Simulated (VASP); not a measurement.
Input of a VASP 6.6.1 run:

File POSCAR:

```
Lu
1.0
    0.0000000000      3.6816063946      3.6816063946
    3.6816063946      0.0000000000      3.6816063946
    3.6816063946      3.6816063946      0.0000000000
Lu
2
Direct
    0.0000000000      0.0000000000      0.0000000000
    0.2500000000      0.2500000000      0.2500000000
```

The input INCAR.step1:

```
PREC = Accurate
ENCUT = 520
ISMEAR = 1
SIGMA = 0.1
LREAL = False
LASPH = True
NELM = 60
NBANDS = 32
GGA = PE
ALGO = Normal
EDIFF = 1E-4
LWAVE = True
LCHARG = False
```

File INCAR.step2:

```
PREC = Accurate
ENCUT = 520
EDIFF = 1E-7
ISMEAR = 1
SIGMA = 0.1
LREAL = False
LASPH = True
NELM = 60
ALGO = Normal
ISIF = 2
LWAVE = False
LCHARG = True
METAGGA = R2SCAN
LMIXTAU = True
LELF = True
LVHAR = True
NBANDS = 32
ISTART = 1
```

KPOINTS

```
Automatic mesh
0
Gamma
  5 5 5
```

Potentials or basis: VASP PAW PBE potentials, release 64 (Lu).

Command:

```bash
$ cat potpaw_PBE.64/Lu/POTCAR > POTCAR
$ cp INCAR.step1 INCAR
$ mpirun -np 1 vasp_std > vasp.out
$ cp INCAR.step2 INCAR
$ mpirun -np 1 vasp_std > vasp.out
```

**Question.** What does it give for the pressure?

**Answer.** 0.0 GPa.

**Question.** Predict the band gap on the k mesh.

**Answer.** Zero (band 25 reaches 0.64 eV, above the bottom of band 26 at -0.37 eV).

Caveat: the PAW data sets were made with another functional, which shifts forces and pressure a little; spin-orbit coupling is left out, which moves the levels of the heavy elements.
